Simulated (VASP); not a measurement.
Wanted: the native input for a VASP 6.6.1 run.

- Task: relaxation of cell and atoms
- Functional: PBE
- Potentials or basis: VASP PAW PBE potentials, release 64 (La)
- Cutoff: 600 eV
- k mesh: 4 × 4 × 8
- Occupations: gaussian, width 0.1 eV
- Spin: no spin polarisation
- Dipole correction: no
- Further INCAR settings: ALGO = Normal; EDIFF = 1e-07; IBRION = 2; EDIFFG = -0.04; NSW = 90; ISIF = 3

The structure of La lies in POSCAR:

```
La
1.0
    5.3816527400      0.0000000000      0.0000000000
    0.0000000000      5.3816527400      0.0000000000
    0.0000000000      0.0000000000      2.4741718900
La
1
Direct
    0.5000000000      0.5000000000      0.0000000000
```

The cell was built from a structure type or drawn by symmetry, and may not be a known phase.

These files were run (other wordings do the same):

INCAR

```
SYSTEM = La
PREC = Accurate
ENCUT = 600
EDIFF = 1E-7
ISMEAR = 0
SIGMA = 0.1
LREAL = .FALSE.
LASPH = .TRUE.
NELM = 80
ALGO = Normal
ISIF = 3
LWAVE = .FALSE.
LCHARG = .FALSE.
GGA = PE
IBRION = 2
NSW = 90
EDIFFG = -0.04
```

KPOINTS

```
regular mesh
0
G
  4 4 8
  0 0 0
```

Potentials or basis: VASP PAW PBE potentials, release 64 (La).

The run is started by

```sh
$ cat potpaw_PBE.64/La/POTCAR > POTCAR
$ mpirun -np 1 vasp_std > vasp.out
```

It gave:

```yaml
Relaxed_volume: 35.54 Å³/atom
Relaxed_cell: a = 3.157 Å, b = 3.157 Å, c = 3.567 Å, α = 90.00°, β = 90.00°, γ = 90.00°
Space_group_after_relaxing_to_0.1_Å: P4/mmm (No. 123)
Pressure_after_relaxing: 0.0 GPa
Band_gap_on_the_k_mesh: zero (an odd number of electrons rules out a gap without spin polarisation)
```

Caveat: the volume moved by over 15 % at a fixed basis, so the end points are rough; spin-orbit coupling is left out, which moves the levels of the heavy elements.

Wall time 5.4 min on 1 thread of Intel(R) Xeon(R) 6975P-C (Granite Rapids), on a shared host, peak memory 0.26 GiB.
